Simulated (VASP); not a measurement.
Input of a VASP 6.6.1 run:

Contents of INCAR:

```
ALGO = Normal
DIPOL = 0.5 0.5 0.401
EDIFF = 1E-6
ENCUT = 520
GGA = PE
IDIPOL = 3
ISIF = 2
ISMEAR = 0
IVDW = 12
LASPH = T
LCHARG = T
LDIPOL = T
LELF = T
LREAL = F
LVACPOTAV = T
LVHAR = T
LWAVE = F
NBANDS = 50
NELM = 100
PREC = Accurate
SIGMA = 0.05
```

The input KPOINTS:

```
k-points
0
Gamma
  7 7 1
```

The input POSCAR:

```
SnO
1.0
    3.8206509079      0.0000053603      0.0000000000
   -0.0000052472      3.8206509079      0.0000000000
    0.0000000000      0.0000000000     22.2280089981
Sn O
4 4
Direct
    0.9998502662      0.9998502662      0.2024472817
    0.4998491692      0.4998491692      0.3087997895
    0.6248491692      0.6248491692      0.4932517573
    1.1248502662      1.1248502662      0.5996042650
    0.9998512723      0.4998508145      0.2556235141
    0.4998508145      0.9998512723      0.2556235141
    0.6248481630      1.1248486208      0.5464279896
    1.1248486208      0.6248481630      0.5464279896
```

Potentials or basis: VASP PAW PBE potentials, release 64 (Sn_d, O).

Run with:

```bash
$ cat potpaw_PBE.64/Sn_d/POTCAR potpaw_PBE.64/O/POTCAR > POTCAR
$ mpirun -np 1 vasp_std > vasp.out
```

What does it give for the band gap on the k mesh?

2.38 eV, indirect (least direct gap 2.53 eV).

Predict the largest force.

0.072 eV/Å.

Estimate the dispersion energy per atom.

-0.156 eV.

Forces on the atoms (eV/Å):
```
Sn  -0.004 -0.004 -0.071
Sn  -0.026 -0.026  0.010
Sn   0.026  0.026 -0.010
Sn   0.004  0.004  0.071
O   -0.022  0.008 -0.001
O    0.008 -0.022 -0.001
O   -0.008  0.022  0.001
O    0.022 -0.008  0.001
```

Caveat: spin-orbit coupling is left out, which moves the levels of the heavy elements.
